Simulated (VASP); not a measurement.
**MgO (Periclase): single point with PBE**

MgO (Periclase):

```xyz
2
Lattice="0.0000 2.1085 2.1085 2.1085 0.0000 2.1085 2.1085 2.1085 0.0000" Properties=species:S:1:pos:R:3 pbc="T T T"
Mg    0.0000    0.0000    0.0000
O     2.1085    2.1085    2.1085
```

- Program: VASP 6.6.1
- Task: single point
- Functional: PBE
- Potentials or basis: VASP PAW PBE potentials, release 64 (Mg, O)
- Cutoff: 600 eV
- k mesh: 7 × 7 × 7
- Occupations: methfessel-paxton, width 0.1 eV
- Spin: no spin polarisation

```
Pressure               : 3.1 GPa
Band gap on the k mesh : 4.69 eV, direct
```

Levels at points of the mesh, in eV from the valence-band top:
```csv
k point,band 1,band 2,band 3,band 4,band 5,band 6,band 7,band 8
"(0.00, 0.00, 0.00)",-17.24,0.00,0.00,0.00,4.69,15.78,15.78,15.78
```

Run time: 7.6 s on 1 thread of AMD EPYC 7R13, on a shared host, peak memory 0.11 GiB.
